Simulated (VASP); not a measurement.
# BaTiO3 (P4mm) in VASP: single point with PBE

Aim: the single point of BaTiO3 with PBE.

Everything below comes from runs of VASP 6.6.1. Logs are shortened: lines on timing, memory, paths and dates and some standing lists are left out, and cuts for length are marked.

## 1. The cell of the first run

Symmetry: P4mm, No. 99, tetragonal system. Conventional cell: a = 3.986 Å, b = 3.986 Å, c = 4.200 Å, α = 90.00°, β = 90.00°, γ = 90.00°. Within 3.7 Å of Ba (site symmetry 4mm) lie 12 O at 2.80 to 2.99 Å and 8 Ti at 3.47 to 3.56 Å. Ti (site symmetry 4mm) has 6 O at 1.81 to 2.39 Å within 2.4 Å. O (site symmetry 2mm) has 2 Ti at 2.00 Å and 4 Ba at 2.80 to 2.99 Å and 8 O at 2.82 to 2.96 Å within 3.0 Å. O (site symmetry 4mm) has 2 Ti at 1.81 to 2.39 Å within 2.4 Å.

## 2. Single point, PBE

Input file INCAR:

```
SYSTEM = BaTiO3
  ALGO = Normal
  EDIFF = 1E-6
  ENCUT = 1340
  GGA = PE
  GGA_COMPAT = .FALSE.
  ISIF = 2
  ISMEAR = 0
  LASPH = .TRUE.
  LCHARG = .FALSE.
  LREAL = .FALSE.
  LWAVE = .FALSE.
  NBANDS = 28
  NELM = 120
  PREC = Accurate
  SIGMA = 0.02
```

Input file KPOINTS:

```
k-points
0
G
  8 8 8
  0 0 0
```

Input file POSCAR:

```
BaTiO3
1.0
    3.9855969978      0.0000000000      0.0000000000
    0.0000000000      3.9855969978      0.0000000000
    0.0000000000      0.0000000000      4.2004810769
Ba Ti O
1 1 3
Direct
    0.5000000000      0.5000000000      0.5912048194
    0.0000000000      0.0000000000      0.1084569948
    0.0000000000      0.5000000000      0.0602470235
    0.5000000000      0.0000000000      0.0602470235
    0.0000000000      0.0000000000      0.5398411287
```

Potentials or basis: VASP PAW PBE potentials, release 64 (Ba_sv, Ti_sv, O_h).

Command:

```console
cat potpaw_PBE.64/Ba_sv/POTCAR potpaw_PBE.64/Ti_sv/POTCAR potpaw_PBE.64/O_h/POTCAR > POTCAR
mpirun -np 1 vasp_std > vasp.out
```

OUTCAR:

```text
SYSTEM = BaTiO3
   EDIFF = 1E-6
   ENCUT = 1340
   GGA = PE
   ISIF = 2
   ISMEAR = 0
   LASPH = .TRUE.
   LREAL = .FALSE.
   NELM = 120
   PREC = Accurate

 ion  position               nearest neighbor table
   1  0.500  0.500  0.591-   3 2.80   4 2.80   4 2.80   3 2.80   5 2.83   5 2.83   5 2.83   5 2.83
                             3 2.99   4 2.99   3 2.99   4 2.99   2 3.47   2 3.47   2 3.47   2 3.47
   2  0.000  0.000  0.108-   5 1.81   4 2.00   3 2.00   3 2.00   4 2.00   1 3.47   1 3.47   1 3.47
                             1 3.47   1 3.56   1 3.56   1 3.56   1 3.56
   3  0.000  0.500  0.060-   2 2.00   2 2.00   1 2.80   1 2.80   1 2.99   1 2.99
   4  0.500  0.000  0.060-   2 2.00   2 2.00   1 2.80   1 2.80   1 2.99   1 2.99
   5  0.000  0.000  0.540-   2 1.81   1 2.83   1 2.83   1 2.83   1 2.83

  LATTYP: Found a simple tetragonal cell.
 ALAT       =     3.9855969978
 C/A-ratio  =     1.0539151548

  Lattice vectors:

 A1 = (   3.9855969978,   0.0000000000,   0.0000000000)
 A2 = (   0.0000000000,   3.9855969978,   0.0000000000)
 A3 = (   0.0000000000,   0.0000000000,   4.2004810769)

Analysis of symmetry for initial positions (statically):
=====================================================================
 Subroutine PRICEL returns:
 Original cell was already a primitive cell.

 Routine SETGRP: Setting up the symmetry group for a
 simple tetragonal supercell.

 Subroutine GETGRP returns: Found  8 space group operations
 (whereof  8 operations were pure point group operations)
 out of a pool of 16 trial point group operations.

The static configuration has the point symmetry C_4v.

Analysis of symmetry for dynamics (positions and initial velocities):
=====================================================================
 Subroutine PRICEL returns:
 Original cell was already a primitive cell.

 Routine SETGRP: Setting up the symmetry group for a
 simple tetragonal supercell.

 Subroutine GETGRP returns: Found  8 space group operations
 (whereof  8 operations were pure point group operations)
 out of a pool of 16 trial point group operations.

The dynamic configuration has the point symmetry C_4v.

 Subroutine INISYM returns: Found  8 space group operations
 (whereof  8 operations are pure point group operations),
 and found     1 'primitive' translations

----------------------------------------------------------------------------------------

                                     Primitive cell

  volume of cell :      66.7246

  direct lattice vectors                    reciprocal lattice vectors
     3.985596998  0.000000000  0.000000000     0.250903441  0.000000000  0.000000000
     0.000000000  3.985596998  0.000000000     0.000000000  0.250903441  0.000000000
     0.000000000  0.000000000  4.200481077     0.000000000  0.000000000  0.238067969

  length of vectors
     3.985596998  3.985596998  4.200481077     0.250903441  0.250903441  0.238067969

  position of ions in fractional coordinates (direct lattice)
     0.500000000  0.500000000  0.591204819
     0.000000000  0.000000000  0.108456995
     0.000000000  0.500000000  0.060247023
     0.500000000  0.000000000  0.060247023
     0.000000000  0.000000000  0.539841129

  ion indices of the primitive-cell ions
   primitive index   ion index
                 1           1
                 2           2
                 3           3
                 4           4
                 5           5

----------------------------------------------------------------------------------------

 KPOINTS: k-points

Automatic generation of k-mesh.
 Grid dimensions read from file:
 generate k-points for:    8    8    8

 Generating k-lattice:

  Cartesian coordinates                     Fractional coordinates (reciprocal lattice)
     0.031362930  0.000000000  0.000000000     0.125000000  0.000000000  0.000000000
     0.000000000  0.031362930  0.000000000     0.000000000  0.125000000  0.000000000
     0.000000000  0.000000000  0.029758496     0.000000000  0.000000000  0.125000000

  Length of vectors
     0.031362930  0.031362930  0.029758496

  Shift w.r.t. Gamma in fractional coordinates (k-lattice)
     0.000000000  0.000000000  0.000000000

 Subroutine IBZKPT returns following result:
 ===========================================

 Found     75 irreducible k-points:

 Following reciprocal coordinates:
            Coordinates               Weight
  0.000000  0.000000  0.000000      1.000000
  0.125000  0.000000  0.000000      4.000000
  0.250000  0.000000  0.000000      4.000000
  0.375000  0.000000  0.000000      4.000000
  0.500000  0.000000  0.000000      2.000000
  0.125000  0.125000  0.000000      4.000000
[... 16 lines left out ...]
  0.375000  0.125000  0.125000     16.000000
  0.500000  0.125000  0.125000      8.000000
 [... further k-points ...]
   k-points           NKPTS =     75   k-points in BZ     NKDIM =     75   number of bands    NBANDS=     28
   number of dos      NEDOS =    301   number of ions     NIONS =      5
   total plane-waves  NPLWV = 115200
   dimension x,y,z NGX =    48 NGY =   48 NGZ =   50
   dimension x,y,z NGXF=    96 NGYF=   96 NGZF=  100
   ions per type =               1   1   3
   NGX,Y,Z   is equivalent  to a cutoff of  20.02, 20.02, 19.79 a.u.
   NGXF,Y,Z  is equivalent  to a cutoff of  40.04, 40.04, 39.58 a.u.
 SYSTEM =  BaTiO3
   PREC   = accura    normal or accurate (medium, high low for compatibility)
   ISTART =      0    job   : 0-new  1-cont  2-samecut
   ICHARG =      2    charge: 1-file 2-atom 10-const
   ISPIN  =      1    spin polarized calculation?
   LNONCOLLINEAR =      F non collinear calculations
   LSORBIT =      F    spin-orbit coupling
   LASPH  =      T    aspherical Exc in radial PAW
   ENCUT  = 1340.0 eV  98.49 Ry    9.92 a.u.  11.90 11.90 12.54*2*pi/ulx,y,z
   NELM   =    120;   NELMIN=  2; NELMDL= -5     # of ELM steps
   EDIFF  = 0.1E-05   stopping-criterion for ELM
   LREAL  =      F    real-space projection
   EDIFFG = 0.1E-04   stopping-criterion for IOM
   NSW    =      0    number of steps for IOM
   IBRION =     -1    ionic relax: 0-MD 1-quasi-New 2-CG
   NFREE  =      0    steps in history (QN), initial steepest desc. (CG)
   ISIF   =      2    stress and relaxation
   ISYM   =      2    0-nonsym 1-usesym 2-fastsym
   POTIM  = 0.5000    time-step for ionic-motion
   TEBEG  =    0.0;   TEEND  =   0.0 temperature during run
   PSTRESS=    0.0 pullay stress
   NELECT =      40.0000    total number of electrons
   NUPDOWN=      -1.0000    fix difference up-down
   EMIN   =  10.00;   EMAX   =-10.00  energy-range for DOS
   EFERMI =   0.00;   METHOD = LEGACY
   ISMEAR =     0;   SIGMA  =   0.02  broadening in eV -4-tet -1-fermi 0-gaus
   EFERMI_NEDOS =   21; number of points for ismear=-14 and -15
   IALGO  =     38    algorithm
   IMIX   =      4    mixing-type and parameters
     AMIX     =   0.40;   BMIX     =  1.00
     AMIX_MAG =   1.60;   BMIX_MAG =  1.00
  volume/ion in A,a.u.               =      13.34        90.06
  Fermi-wavevector in a.u.,A,eV,Ry     =   1.380383  2.608545 25.925315  1.905457
  Thomas-Fermi vector in A             =   2.505265
   LORBIT       =      0    0 simple, 1 ext, 2 COOP (PROOUT), +10 PAW based schemes
   GGA     = PE    functional components
   LHFCALC =     F    Hartree Fock is set to
   AEXX    =    0.0000 exact exchange contribution
   IVDW    =     0    specifies the selected vdW correction
   LEPSILON=     F    determine dielectric tensor
   LRPA    =     F    only Hartree local field effects (RPA)
 non-spin polarized calculation
 Gauss-broadening in eV      SIGMA  =   0.02
  energy-cutoff  :     1340.00
  volume of cell :       66.72
 maximum number of plane-waves:      7464
 NGX is ok and might be reduce to    48
   NGX = 23   NGY = 23   NGZ = 25

 number of electron      40.0000001 magnetization

 Free energy of the ion-electron system (eV)
  ---------------------------------------------------
  ext. energy  EPLUGINS =         0.00000000
  ---------------------------------------------------
  free energy    TOTEN  =       -40.07040215 eV

  energy without entropy =      -40.07040215  energy(sigma->0) =      -40.07040215

 E-fermi :   4.1832     XC(G=0): -11.0275

 val. band max:        4.0881236817   @ k =   0.5000   0.5000   0.5000
 cond. band min:       5.8824023232   @ k =   0.0000   0.0000   0.0000
 fundamental gap:      1.7942786415
 Fermi energy:         4.1832458113

 k-point     1 :       0.0000    0.0000    0.0000
  band No.  band energies     occupation
      1     -52.5584      2.00000
      2     -28.8932      2.00000
      3     -28.7556      2.00000
      4     -28.7556      2.00000
      5     -21.0961      2.00000
      6     -12.9225      2.00000
[... 20 lines left out ...]
     27       9.1669      0.00000
     28      10.7541      0.00000

 k-point     2 :       0.1250    0.0000    0.0000
  band No.  band energies     occupation
      1     -52.5583      2.00000
      2     -28.8929      2.00000
      3     -28.7634      2.00000
      4     -28.7553      2.00000
      5     -21.0803      2.00000
      6     -12.9268      2.00000
[... 20 lines left out ...]
     27       9.4552      0.00000
     28      11.1296      0.00000

 k-point     3 :       0.2500    0.0000    0.0000
  band No.  band energies     occupation
      1     -52.5579      2.00000
      2     -28.8921      2.00000
      3     -28.7823      2.00000
      4     -28.7546      2.00000
      5     -21.0420      2.00000
      6     -12.9782      2.00000
[... 20 lines left out ...]
     27      10.1638      0.00000
     28      12.0291      0.00000

 k-point     4 :       0.3750    0.0000    0.0000
  band No.  band energies     occupation
      1     -52.5575      2.00000
      2     -28.8913      2.00000
      3     -28.8010      2.00000
      4     -28.7539      2.00000
      5     -21.0029      2.00000
      6     -13.0675      2.00000
[... 578 lines left out ...]
     27      10.5073      0.00000
     28      11.8700      0.00000

 k-point    23 :       0.3750    0.1250    0.1250
  band No.  band energies     occupation
      1     -52.5573      2.00000
      2     -28.8951      2.00000
      3     -28.8003      2.00000
      4     -28.7614      2.00000
      5     -20.9848      2.00000
      6     -12.9588      2.00000
[... 20 lines left out ...]
     27      11.2987      0.00000
     28      12.2637      0.00000

 k-point    24 :       0.5000    0.1250    0.1250
  band No.  band energies     occupation
      1     -52.5572      2.00000
      2     -28.8947      2.00000
      3     -28.8080      2.00000
      4     -28.7611      2.00000
      5     -20.9698      2.00000
      6     -12.9887      2.00000
[... 20 lines left out ...]
     27      11.6621      0.00000
     28      12.4277      0.00000

 [... further k-points ...]

------------------------ aborting loop because EDIFF is reached ----------------------------------------

  FORCE on cell =-STRESS in cart. coord.  units (eV):
  Direction    XX          YY          ZZ          XY          YZ          ZX
  --------------------------------------------------------------------------------------
  -------------------------------------------------------------------------------------
  Total        0.5811276      0.5811276      0.5686957      0.0000000      0.0000000      0.0000000
  in kB       13.9539223     13.9539223     13.6554085      0.0000000      0.0000000      0.0000000
  external PRESSURE =      13.8544177 kB  Pullay stress =       0.0000000 kB

 VOLUME and BASIS-vectors are now :
 -----------------------------------------------------------------------------
  energy-cutoff  :     1340.00
  volume of cell :       66.72
      direct lattice vectors                 reciprocal lattice vectors
     3.985596998  0.000000000  0.000000000     0.250903441  0.000000000  0.000000000
     0.000000000  3.985596998  0.000000000     0.000000000  0.250903441  0.000000000
     0.000000000  0.000000000  4.200481077     0.000000000  0.000000000  0.238067969

 POSITION                                       TOTAL-FORCE (eV/Angst)
 -----------------------------------------------------------------------------------
      1.99280      1.99280      2.48334         0.000000      0.000000     -0.048912
      0.00000      0.00000      0.45557         0.000000      0.000000     -0.040895
      0.00000      1.99280      0.25307        -0.000000      0.000000      0.022959
      1.99280      0.00000      0.25307        -0.000000      0.000000      0.022959
      0.00000      0.00000      2.26759        -0.000000      0.000000      0.043890
 -----------------------------------------------------------------------------------
    total drift:                                0.000000      0.000000     -0.000395

  FREE ENERGIE OF THE ION-ELECTRON SYSTEM (eV)
  ---------------------------------------------------
  free  energy   TOTEN  =       -40.0704021469 eV

  energy  without entropy=      -40.0704021469  energy(sigma->0) =      -40.07040215
```

Run time: 8 min. Hardware: 1 thread of Intel Xeon Platinum 8259CL at 2.50GHz (Skylake/Cascade Lake), shared host; peak memory 0.75 GiB.

What came out:

| Quantity | Value |
| --- | --- |
| Free energy | -40.0704 eV |
| Pressure | 1.4 GPa |
| Largest force | 0.049 eV/Å |
| Band gap on the k mesh | 1.79 eV (least direct gap 2.36 eV) |

Forces on the atoms (eV/Å):
```
Ba   0.000  0.000 -0.049
Ti   0.000  0.000 -0.041
O    0.000  0.000  0.023
O    0.000  0.000  0.023
O    0.000  0.000  0.044
```

Caveat: spin-orbit coupling is left out, which moves the levels of the heavy elements. A k mesh can miss the band edges.
